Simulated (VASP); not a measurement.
# MoW5 (P4/mmm) in VASP: further runs

Runs on MoW5. Level: PBE. Tasks: relaxation of shape and atoms at fixed volume.

All numbers are computed with VASP 6.6.1; they aren't measurements. Logs are shortened: lines on timing, memory, paths and dates and some standing lists are left out, and cuts for length are marked.

**1. The cell of the first run**

Symmetry: P4/mmm, No. 123, tetragonal system. The conventional cell has a = 3.148 Å, b = 3.148 Å, c = 9.445 Å, α = 90.00°, β = 90.00°, γ = 90.00°. Within 3.6 Å of Mo (site symmetry 4/mmm) lie 10 W at 2.72 to 3.14 Å and 4 Mo at 3.15 Å. Within 3.6 Å of W (site symmetry 4mm) lie 4 Mo at 2.72 Å and 10 W at 2.73 to 3.16 Å. W (site symmetry 4mm) has 13 W at 2.73 to 3.16 Å and 1 Mo at 3.14 Å within 3.6 Å. Within 3.6 Å of W (site symmetry 4/mmm) lie 14 W at 2.73 to 3.16 Å.

**2. Relaxation of shape and atoms at fixed volume, PBE (15.60 Å³/atom)**

Contents of INCAR:

```
SYSTEM = MoW5
ALGO = Fast
EDIFF = 1E-7
EDIFFG = -0.01
ENCUT = 600
GGA = PE
IBRION = 2
ISIF = 4
ISMEAR = 0
LASPH = .TRUE.
LCHARG = .FALSE.
LREAL = .FALSE.
LWAVE = .FALSE.
NELM = 100
NSW = 50
PREC = Accurate
SIGMA = 0.1
```

Contents of KPOINTS:

```
k-points
0
G
  12 12 4
  0 0 0
```

Contents of POSCAR:

```
MoW5
1.0
    3.1477183069      0.0000000000      0.0000000000
    0.0000000000      3.1477183069      0.0000000000
    0.0000000000      0.0000000000      9.4454059494
Mo W
1 5
Direct
    0.5000000000      0.5000000000      0.5000000000
    0.0000000000      0.0000000000      0.6659340000
    0.5000000000      0.5000000000      0.8328580000
    0.0000000000      0.0000000000      0.0000000000
    0.5000000000      0.5000000000      0.1671420000
    0.0000000000      0.0000000000      0.3340660000
```

Potentials or basis: VASP PAW PBE potentials, release 64 (Mo_sv, W_sv).

Command:

```sh
$ cat potpaw_PBE.64/Mo_sv/POTCAR potpaw_PBE.64/W_sv/POTCAR > POTCAR
$ mpirun -np 1 vasp_std > vasp.out
```

OUTCAR:

```text
SYSTEM = MoW5
   EDIFF = 1E-7
   EDIFFG = -0.01
   ENCUT = 600
   GGA = PE
   IBRION = 2
   ISIF = 4
   ISMEAR = 0
   LASPH = .TRUE.
   LREAL = .FALSE.
   NELM = 100
   NSW = 50
   PREC = Accurate

 ion  position               nearest neighbor table
   1  0.500  0.500  0.500-   2 2.72   6 2.72   2 2.72   6 2.72   2 2.72   6 2.72   2 2.72   6 2.72
                             5 3.14   3 3.14
   2  0.000  0.000  0.666-   1 2.72   1 2.72   1 2.72   1 2.72   3 2.73   3 2.73   3 2.73   3 2.73
                             6 3.13   4 3.16
   3  0.500  0.500  0.833-   2 2.73   2 2.73   2 2.73   2 2.73   4 2.73   4 2.73   4 2.73   4 2.73
                             1 3.14   5 3.16
   4  0.000  0.000  0.000-   3 2.73   5 2.73   3 2.73   5 2.73   3 2.73   5 2.73   3 2.73   5 2.73
                             2 3.16   6 3.16
   5  0.500  0.500  0.167-   6 2.73   6 2.73   6 2.73   6 2.73   4 2.73   4 2.73   4 2.73   4 2.73
                             1 3.14   3 3.16
   6  0.000  0.000  0.334-   1 2.72   1 2.72   1 2.72   1 2.72   5 2.73   5 2.73   5 2.73   5 2.73
                             2 3.13   4 3.16

  LATTYP: Found a simple tetragonal cell.
 ALAT       =     3.1477183069
 C/A-ratio  =     3.0007151303

  Lattice vectors:

 A1 = (   3.1477183069,   0.0000000000,   0.0000000000)
 A2 = (   0.0000000000,   3.1477183069,   0.0000000000)
 A3 = (   0.0000000000,   0.0000000000,   9.4454059494)

Analysis of symmetry for initial positions (statically):
=====================================================================
 Subroutine PRICEL returns:
 Original cell was already a primitive cell.

 Routine SETGRP: Setting up the symmetry group for a
 simple tetragonal supercell.

 Subroutine GETGRP returns: Found 16 space group operations
 (whereof 16 operations were pure point group operations)
 out of a pool of 16 trial point group operations.

The static configuration has the point symmetry D_4h.

Analysis of symmetry for dynamics (positions and initial velocities):
=====================================================================
 Subroutine PRICEL returns:
 Original cell was already a primitive cell.

 Routine SETGRP: Setting up the symmetry group for a
 simple tetragonal supercell.

 Subroutine GETGRP returns: Found 16 space group operations
 (whereof 16 operations were pure point group operations)
 out of a pool of 16 trial point group operations.

The dynamic configuration has the point symmetry D_4h.

[... 109 lines left out ...]
   NSW    =     50    number of steps for IOM
   IBRION =      2    ionic relax: 0-MD 1-quasi-New 2-CG
   NFREE  =      1    steps in history (QN), initial steepest desc. (CG)
   ISIF   =      4    stress and relaxation
   ISYM   =      2    0-nonsym 1-usesym 2-fastsym
   POTIM  = 0.5000    time-step for ionic-motion
   TEBEG  =    0.0;   TEEND  =   0.0 temperature during run
   PSTRESS=    0.0 pullay stress
   NELECT =      84.0000    total number of electrons
   NUPDOWN=      -1.0000    fix difference up-down
   EMIN   =  10.00;   EMAX   =-10.00  energy-range for DOS
   EFERMI =   0.00;   METHOD = LEGACY
   ISMEAR =     0;   SIGMA  =   0.10  broadening in eV -4-tet -1-fermi 0-gaus
   EFERMI_NEDOS =   21; number of points for ismear=-14 and -15
   IALGO  =     68    algorithm
   IMIX   =      4    mixing-type and parameters
     AMIX     =   0.40;   BMIX     =  1.00
     AMIX_MAG =   1.60;   BMIX_MAG =  1.00
  volume/ion in A,a.u.               =      15.60       105.26
  Fermi-wavevector in a.u.,A,eV,Ry     =   1.579176  2.984210 33.930157  2.493796
  Thomas-Fermi vector in A             =   2.679595
   LORBIT       =      0    0 simple, 1 ext, 2 COOP (PROOUT), +10 PAW based schemes
   GGA     = PE    functional components
   LHFCALC =     F    Hartree Fock is set to
   AEXX    =    0.0000 exact exchange contribution
   IVDW    =     0    specifies the selected vdW correction
   LEPSILON=     F    determine dielectric tensor
   LRPA    =     F    only Hartree local field effects (RPA)
 conjugate gradient relaxation of ions
 non-spin polarized calculation
 RMM-DIIS sequential band-by-band and
 Gauss-broadening in eV      SIGMA  =   0.10
  energy-cutoff  :      600.00
  volume of cell :       93.59
 maximum number of plane-waves:      3150
 NGX is ok and might be reduce to    28
   NGX = 13   NGY = 13   NGZ = 37

--------------------------------------- Ionic step        1  -------------------------------------------

 number of electron      84.0000002 magnetization

 Free energy of the ion-electron system (eV)
  ---------------------------------------------------
  ext. energy  EPLUGINS =         0.00000000
  ---------------------------------------------------
  free energy    TOTEN  =       -75.63715217 eV

  energy without entropy =      -75.62288344  energy(sigma->0) =      -75.63001780

------------------------ aborting loop because EDIFF is reached ----------------------------------------

  FORCE on cell =-STRESS in cart. coord.  units (eV):
  Direction    XX          YY          ZZ          XY          YZ          ZX
  --------------------------------------------------------------------------------------
  -------------------------------------------------------------------------------------
  Total        5.9685396      5.9685396      5.9649903      0.0000000     -0.0000000      0.0000000
  in kB      102.1800987    102.1800987    102.1193350      0.0000000     -0.0000000      0.0000000
  external PRESSURE =     102.1598441 kB  Pullay stress =       0.0000000 kB
[... 107 lines left out ...]
--------------------------------------- Ionic step        4  -------------------------------------------

 number of electron      84.0000002 magnetization

 Free energy of the ion-electron system (eV)
  ---------------------------------------------------
  ext. energy  EPLUGINS =         0.00000000
  ---------------------------------------------------
  free energy    TOTEN  =       -75.63722617 eV

  energy without entropy =      -75.62300916  energy(sigma->0) =      -75.63011766

 E-fermi :  11.8888     XC(G=0): -13.6793

 val. band max:       11.8845078262   @ k =   0.2500   0.0000   0.0000
 cond. band min:      11.9055316588   @ k =   0.4167   0.0000   0.0000
 fundamental gap:      0.0210238325
 Fermi energy:        11.8887755900

 k-point     1 :       0.0000    0.0000    0.0000
  band No.  band energies     occupation
      1     -62.3154      2.00000
      2     -62.2864      2.00000
      3     -62.2290      2.00000
      4     -62.1421      2.00000
      5     -62.0882      2.00000
      6     -49.1719      2.00000
[... 1261 lines left out ...]
     49      14.6274      0.00000
     50      14.9541      0.00000

 [... further k-points ...]
[... 5 lines left out ...]
  --------------------------------------------------------------------------------------
  -------------------------------------------------------------------------------------
  Total        5.9609090      5.9609090      5.9631535      0.0000000      0.0000000      0.0000000
  in kB      102.0494638    102.0494638    102.0878896      0.0000000      0.0000000      0.0000000
  external PRESSURE =     102.0622724 kB  Pullay stress =       0.0000000 kB
[... 21 lines left out ...]
  FREE ENERGIE OF THE ION-ELECTRON SYSTEM (eV)
  ---------------------------------------------------
  free  energy   TOTEN  =       -75.6372261663 eV

  energy  without entropy=      -75.6230091553  energy(sigma->0) =      -75.63011766

 reached required accuracy - stopping structural energy minimisation
```

OSZICAR:

```text
N       E                     dE             d eps       ncg     rms          rms(c)
DAV:   1     0.123266612398E+04    0.12327E+04   -0.51851E+04  8400   0.216E+03
DAV:   2     0.688857915738E+01   -0.12258E+04   -0.12003E+04  8602   0.678E+02
DAV:   3    -0.760691012679E+02   -0.82958E+02   -0.79135E+02  9796   0.159E+02
[... 34 lines left out ...]
RMM:   2    -0.756372234166E+02   -0.17172E-04   -0.20052E-04  9657   0.800E-02    0.901E-03
RMM:   3    -0.756372258469E+02   -0.24302E-05   -0.22133E-05  8754   0.255E-02    0.716E-03
RMM:   4    -0.756372261461E+02   -0.29921E-06   -0.41693E-06  9607   0.916E-03    0.476E-03
RMM:   5    -0.756372261622E+02   -0.16151E-07   -0.12334E-06  8090   0.568E-03    0.241E-03
RMM:   6    -0.756372261663E+02   -0.40745E-08   -0.33714E-07  6320   0.259E-03
   4 F= -.75637226E+02 E0= -.75630118E+02  d E =-.436208E-05
```

CONTCAR:

```text
MoW5
   1.00000000000000
     3.1477502705434524    0.0000000000000000    0.0000000000000000
     0.0000000000000000    3.1477502705434524    0.0000000000000000
     0.0000000000000000   -0.0000000000000000    9.4452141247447798
  Mo              W
     1     5
Direct
     0.5000000000000000    0.5000000000000000    0.5000000000000000
     0.0000000000000000    1.0000000000000000    0.6657397938293942
     0.5000000000000000    0.5000000000000000    0.8328196448842018
     0.0000000000000000    1.0000000000000000    1.0000000000000000
     0.5000000000000000    0.5000000000000000    0.1671803551157982
     0.0000000000000000    0.0000000000000000    0.3342602061706059

  0.00000000E+00  0.00000000E+00  0.00000000E+00
  0.00000000E+00  0.00000000E+00  0.00000000E+00
  0.00000000E+00  0.00000000E+00  0.00000000E+00
  0.00000000E+00  0.00000000E+00  0.00000000E+00
  0.00000000E+00  0.00000000E+00  0.00000000E+00
  0.00000000E+00  0.00000000E+00  0.00000000E+00
```

Wall time 40 min (1 thread of Oxide Virtual Turin-like, shared host); peak memory 0.48 GiB.

What came out:

```
Free energy               : -75.6372 eV
Energy gained by relaxing : 0.0 meV/atom
Ionic steps               : 4
Pressure after relaxing   : 10.2 GPa
Band gap on the k mesh    : zero (bands 42 and 43 overlap by 1.39 eV)
```

Final structure:
```
Mo W
1.0
     3.14775    0.00000    0.00000
     0.00000    3.14775    0.00000
     0.00000    0.00000    9.44521
Mo W
1 5
Direct
  0.50000 0.50000 0.50000
  0.00000 0.00000 0.66574
  0.50000 0.50000 0.83282
  0.00000 0.00000 0.00000
  0.50000 0.50000 0.16718
  0.00000 0.00000 0.33426
```

Levels at points of the mesh, in eV from the Fermi level:
```tsv
k point	band 38	band 39	band 40	band 41	band 42	band 43	band 44	band 45	band 46	band 47
(0.00, 0.00, 0.00)	-1.28	-1.24	-1.24	-0.88	-0.82	-0.21	-0.06	0.76	0.76	0.95
(0.50, 0.00, 0.00)	-1.02	-0.93	-0.91	-0.67	-0.66	-0.55	-0.54	1.13	1.34	1.44
(0.50, 0.50, 0.00)	-1.87	-1.72	-1.72	0.84	0.84	1.91	2.08	2.31	2.65	2.91
(0.00, 0.00, 0.50)	-1.35	-1.10	-0.96	-0.66	-0.66	-0.55	-0.55	1.11	1.14	1.24
(0.50, 0.00, 0.50)	-1.95	-1.90	-1.88	0.17	0.24	0.33	0.38	0.84	0.86	2.05
(0.50, 0.50, 0.50)	-2.96	-0.31	-0.31	-0.06	-0.06	1.97	2.26	2.31	2.43	2.44
```

Caveat: spin-orbit coupling is left out, which moves the levels of the heavy elements.

**3. Relaxation of shape and atoms at fixed volume, PBE (17.04 Å³/atom)**

This run uses another cell than the first one, of 17.04 Å³/atom.

Contents of INCAR:

```
SYSTEM = MoW5
  PREC = Accurate
  ENCUT = 600
  EDIFF = 1E-7
  ISMEAR = 0
  SIGMA = 0.1
  LREAL = .FALSE.
  LASPH = .TRUE.
  NELM = 100
  ALGO = Fast
  ISIF = 4
  LWAVE = .FALSE.
  LCHARG = .FALSE.
  GGA = PE
  IBRION = 2
  NSW = 50
  EDIFFG = -0.01
```

Contents of KPOINTS:

```
regular mesh
0
G
  12 12 4
  0 0 0
```

Contents of POSCAR:

```
MoW5
1.0
    3.2422945489      0.0000000000      0.0000000000
    0.0000000000      3.2422945489      0.0000000000
    0.0000000000      0.0000000000      9.7284028537
Mo W
1 5
Direct
    0.5000000000      0.5000000000      0.5000000000
    0.0000000000      0.0000000000      0.6661301381
    0.5000000000      0.5000000000      0.8329248748
    0.0000000000      0.0000000000      0.0000000000
    0.5000000000      0.5000000000      0.1670751252
    0.0000000000      0.0000000000      0.3338698619
```

Potentials or basis: VASP PAW PBE potentials, release 64 (Mo_sv, W_sv).

Command:

```sh
$ cat potpaw_PBE.64/Mo_sv/POTCAR potpaw_PBE.64/W_sv/POTCAR > POTCAR
$ mpirun -np 1 vasp_std > vasp.out
```

OUTCAR:

```text
SYSTEM = MoW5
   PREC = Accurate
   ENCUT = 600
   EDIFF = 1E-7
   ISMEAR = 0
   LREAL = .FALSE.
   LASPH = .TRUE.
   NELM = 100
   ISIF = 4
   GGA = PE
   IBRION = 2
   NSW = 50
   EDIFFG = -0.01

 ion  position               nearest neighbor table
   1  0.500  0.500  0.500-   2 2.81   6 2.81   2 2.81   6 2.81   2 2.81   6 2.81   2 2.81   6 2.81
                             5 3.24   3 3.24
   2  0.000  0.000  0.666-   1 2.81   1 2.81   1 2.81   1 2.81   3 2.81   3 2.81   3 2.81   3 2.81
                             6 3.23   4 3.25
   3  0.500  0.500  0.833-   2 2.81   2 2.81   2 2.81   2 2.81   4 2.81   4 2.81   4 2.81   4 2.81
                             1 3.24   5 3.25
   4  0.000  0.000  0.000-   3 2.81   5 2.81   3 2.81   5 2.81   3 2.81   5 2.81   3 2.81   5 2.81
                             2 3.25   6 3.25
   5  0.500  0.500  0.167-   6 2.81   6 2.81   6 2.81   6 2.81   4 2.81   4 2.81   4 2.81   4 2.81
                             1 3.24   3 3.25
   6  0.000  0.000  0.334-   1 2.81   1 2.81   1 2.81   1 2.81   5 2.81   5 2.81   5 2.81   5 2.81
                             2 3.23   4 3.25

  LATTYP: Found a simple tetragonal cell.
 ALAT       =     3.2422945489
 C/A-ratio  =     3.0004685592

  Lattice vectors:

 A1 = (   3.2422945489,   0.0000000000,   0.0000000000)
 A2 = (   0.0000000000,   3.2422945489,   0.0000000000)
 A3 = (   0.0000000000,   0.0000000000,   9.7284028537)

Analysis of symmetry for initial positions (statically):
=====================================================================
 Subroutine PRICEL returns:
 Original cell was already a primitive cell.

 Routine SETGRP: Setting up the symmetry group for a
 simple tetragonal supercell.

 Subroutine GETGRP returns: Found 16 space group operations
 (whereof 16 operations were pure point group operations)
[... 199 lines left out ...]
      0.00000      0.00000      6.48038        -0.000000     -0.000000      0.033686
      1.62115      1.62115      8.10303         0.000000     -0.000000     -0.002445
      0.00000      0.00000      0.00000         0.000000      0.000000      0.000000
      1.62115      1.62115      1.62537         0.000000      0.000000      0.002445
      0.00000      0.00000      3.24802         0.000000     -0.000000     -0.033686
 -----------------------------------------------------------------------------------
    total drift:                                0.000000      0.000000      0.000000

  FREE ENERGIE OF THE ION-ELECTRON SYSTEM (eV)
  ---------------------------------------------------
  free  energy   TOTEN  =       -75.4596208663 eV

  energy  without entropy=      -75.4496914015  energy(sigma->0) =      -75.45465613

--------------------------------------- Ionic step        2  -------------------------------------------

 number of electron      84.0000001 magnetization

 Free energy of the ion-electron system (eV)
  ---------------------------------------------------
  ext. energy  EPLUGINS =         0.00000000
  ---------------------------------------------------
  free energy    TOTEN  =       -75.45968211 eV

  energy without entropy =      -75.44973183  energy(sigma->0) =      -75.45470697

 E-fermi :  10.5652     XC(G=0): -13.1821

 val. band max:       10.5547571731   @ k =   0.0000   0.0000   0.0000
 cond. band min:      10.5912202059   @ k =   0.4167   0.0000   0.5000
 fundamental gap:      0.0364630328
 Fermi energy:        10.5652234727

 k-point     1 :       0.0000    0.0000    0.0000
  band No.  band energies     occupation
      1     -63.7288      2.00000
      2     -63.7142      2.00000
      3     -63.6702      2.00000
      4     -63.6042      2.00000
      5     -63.5668      2.00000
      6     -50.5432      2.00000
[... 1261 lines left out ...]
     49      13.0569      0.00000
     50      13.3222      0.00000

 [... further k-points ...]
[... 5 lines left out ...]
  --------------------------------------------------------------------------------------
  -------------------------------------------------------------------------------------
  Total       -9.5379968     -9.5379968     -9.5309043      0.0000000     -0.0000000      0.0000000
  in kB     -149.4243158   -149.4243158   -149.3132026      0.0000000     -0.0000000      0.0000000
  external PRESSURE =    -149.3872781 kB  Pullay stress =       0.0000000 kB

 VOLUME and BASIS-vectors are now :
 -----------------------------------------------------------------------------
  energy-cutoff  :      600.00
  volume of cell :      102.27
      direct lattice vectors                 reciprocal lattice vectors
     3.242370842  0.000000000  0.000000000     0.308416294  0.000000000  0.000000000
     0.000000000  3.242370842 -0.000000000     0.000000000  0.308416294 -0.000000000
    -0.000000000  0.000000000  9.727945038     0.000000000  0.000000000  0.102796633

 POSITION                                       TOTAL-FORCE (eV/Angst)
 -----------------------------------------------------------------------------------
      1.62119      1.62119      4.86397         0.000000      0.000000     -0.000000
      3.24237      3.24237      6.48170        -0.000000      0.000000      0.003866
      1.62119      1.62119      8.10253        -0.000000      0.000000      0.007478
      0.00000      0.00000     -0.00000         0.000000      0.000000     -0.000000
      1.62119      1.62119      1.62542         0.000000     -0.000000     -0.007478
     -0.00000      3.24237      3.24624         0.000000     -0.000000     -0.003866
 -----------------------------------------------------------------------------------
    total drift:                                0.000000      0.000000     -0.000000

  FREE ENERGIE OF THE ION-ELECTRON SYSTEM (eV)
  ---------------------------------------------------
  free  energy   TOTEN  =       -75.4596821076 eV

  energy  without entropy=      -75.4497318252  energy(sigma->0) =      -75.45470697

 reached required accuracy - stopping structural energy minimisation
```

OSZICAR:

```text
N       E                     dE             d eps       ncg     rms          rms(c)
DAV:   1     0.122042121737E+04    0.12204E+04   -0.52091E+04  8400   0.213E+03
DAV:   2     0.368750264430E+01   -0.12167E+04   -0.11925E+04  8644   0.667E+02
DAV:   3    -0.764505275937E+02   -0.80138E+02   -0.76679E+02 10008   0.154E+02
DAV:   4    -0.795330484658E+02   -0.30825E+01   -0.29810E+01 10208   0.262E+01
[... 19 lines left out ...]
RMM:   4    -0.754596823937E+02   -0.35748E-05   -0.59784E-05 10356   0.316E-02    0.157E-02
RMM:   5    -0.754596831508E+02   -0.75709E-06   -0.31694E-05  8883   0.272E-02    0.942E-03
RMM:   6    -0.754596820812E+02    0.10696E-05   -0.56267E-06  8956   0.113E-02    0.330E-03
RMM:   7    -0.754596820872E+02   -0.60227E-08   -0.21031E-06  8771   0.537E-03    0.120E-03
RMM:   8    -0.754596821076E+02   -0.20364E-07   -0.61290E-07  7542   0.332E-03
   2 F= -.75459682E+02 E0= -.75454707E+02  d E =-.612413E-04
```

It took 20 min on 1 thread of Oxide Virtual Turin-like, shared host; peak memory 0.51 GiB.

What came out:

* Free energy: -75.4597 eV
* Energy gained by relaxing: 0.0 meV/atom
* Ionic steps: 2
* Pressure after relaxing: -14.9 GPa
* Largest force after relaxing: 0.007 eV/Å
* Band gap on the k mesh: zero (bands 42 and 43 overlap by 1.07 eV)

Forces on the atoms (eV/Å):
```
Mo   0.000  0.000  0.000
W    0.000  0.000  0.004
W    0.000  0.000  0.007
W    0.000  0.000  0.000
W    0.000  0.000 -0.007
W    0.000  0.000 -0.004
```

Final structure:
```
Mo W
1.0
     3.24237    0.00000    0.00000
     0.00000    3.24237    0.00000
     0.00000    0.00000    9.72795
Mo W
1 5
Direct
  0.50000 0.50000 0.50000
  0.00000 0.00000 0.66630
  0.50000 0.50000 0.83291
  0.00000 0.00000 0.00000
  0.50000 0.50000 0.16709
  0.00000 0.00000 0.33370
```

Caveat: spin-orbit coupling is left out, which moves the levels of the heavy elements.
